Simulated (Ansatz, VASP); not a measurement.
Two plane-wave programs on MgO

Contents of POSCAR:

```
MgO
1.0
    0.0000000000      1.8866713983      1.8866713983
    1.8866713983      0.0000000000      1.8866713983
    1.8866713983      1.8866713983      0.0000000000
Mg O
1 1
Direct
    0.0000000000      0.0000000000      0.0000000000
    0.5000000000      0.5000000000      0.5000000000
```

File INCAR.step1:

```
SYSTEM = MgO
PREC = Accurate
ENCUT = 660
ISMEAR = 0
SIGMA = 0.01
LREAL = .FALSE.
LASPH = .TRUE.
NELM = 120
NBANDS = 11
GGA = PE
ALGO = Normal
EDIFF = 1E-5
LWAVE = .TRUE.
LCHARG = .FALSE.
GGA_COMPAT = .FALSE.
```

The input INCAR.step2:

```
SYSTEM = MgO
PREC = Accurate
ENCUT = 660
EDIFF = 1E-6
ISMEAR = 0
SIGMA = 0.01
LREAL = .FALSE.
LASPH = .TRUE.
NELM = 120
ALGO = Normal
ISIF = 2
LWAVE = .FALSE.
LCHARG = .FALSE.
METAGGA = R2SCAN
LMIXTAU = .TRUE.
NBANDS = 11
ISTART = 1
GGA_COMPAT = .FALSE.
```

File KPOINTS:

```
regular mesh
0
G
  10 10 10
  0 0 0
```

Input for Ansatz:

```yaml
crystal:
  lattice:
    - [0.0, 1.8866713983, 1.8866713983]
    - [1.8866713983, 0.0, 1.8866713983]
    - [1.8866713983, 1.8866713983, 0.0]
  atoms:
    - { symbol: Mg, position: [0.0, 0.0, 0.0] }
    - { symbol: O, position: [0.5, 0.5, 0.5] }
scf:
  occupations: { method: fixed }
output:
  forces: true
  stress: true
  eigenvalues: true
hamiltonian:
  xc: r2scan
basis:
  ecutwfc: 700
kpoints:
  mp_grid: { grid: [10, 10, 10] }
```

Alike in both runs: task single point; functional r2SCAN; k mesh 10 × 10 × 10; no spin polarisation.

|  | VASP | Ansatz |
| --- | --- | --- |
| version | VASP 6.6.1 | Ansatz 0.2.0 |
| potentials or method | VASP PAW PBE potentials, release 64 (Mg, O), cutoff 660 eV | scalar-relativistic, plane waves, PAW |
| occupations | gaussian, width 0.01 eV | fixed |
| valence electrons in the cell | 8 | 16 |

```tsv
	VASP	Ansatz	Ansatz less VASP
gap on the k mesh at the Fermi level (eV)	9.70	9.72	+0.017
least direct gap on the mesh (eV)	9.70	9.72	+0.017
```

VASP's potentials were made for PBE, not for r2SCAN. VASP's potentials hold 8 valence electrons a cell and Ansatz's 16, so a difference there can come from the potentials and not from the codes.
